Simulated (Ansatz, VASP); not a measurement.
## Two plane-wave programs on NaPt2

```
Na Pt
1.0
     0.00000    3.70539    3.70539
     3.70539    0.00000    3.70539
     3.70539    3.70539    0.00000
Na Pt
2 4
Direct
  0.75000 0.75000 0.75000
  0.50000 0.50000 0.50000
  0.12500 0.12500 0.12500
  0.62500 0.12500 0.12500
  0.12500 0.12500 0.62500
  0.12500 0.62500 0.12500
```

Alike in both runs: functional LDA; k mesh 8 × 8 × 8; occupations gaussian, width 0.1 eV; no spin polarisation.

Ansatz relaxed the structure, and its values are those at the end. VASP's run is a single point on that final structure, the one shown.

```csv
,VASP,Ansatz
version,VASP 6.6.1,Ansatz 0.2.0
potentials or method,"VASP PAW LDA potentials, release 64 (Na_pv, Pt), cutoff 520 eV","scalar-relativistic, plane waves, PAW"
valence electrons in the cell,54,90
```

|  | VASP | Ansatz | Ansatz less VASP |
| --- | --- | --- | --- |
| gap on the k mesh at the Fermi level (eV) | none | none | - |
| pressure (GPa) | 0.4 | 0.0 | -0.39 |

LDA's correlation is that of Perdew and Zunger in VASP and of Perdew and Wang (1992) in Ansatz. A gap of «none» marks a metal or a gap that the smearing closes. VASP's potentials hold 54 valence electrons a cell and Ansatz's 90, so a difference there can come from the potentials and not from the codes.

Spin-orbit coupling is off throughout.
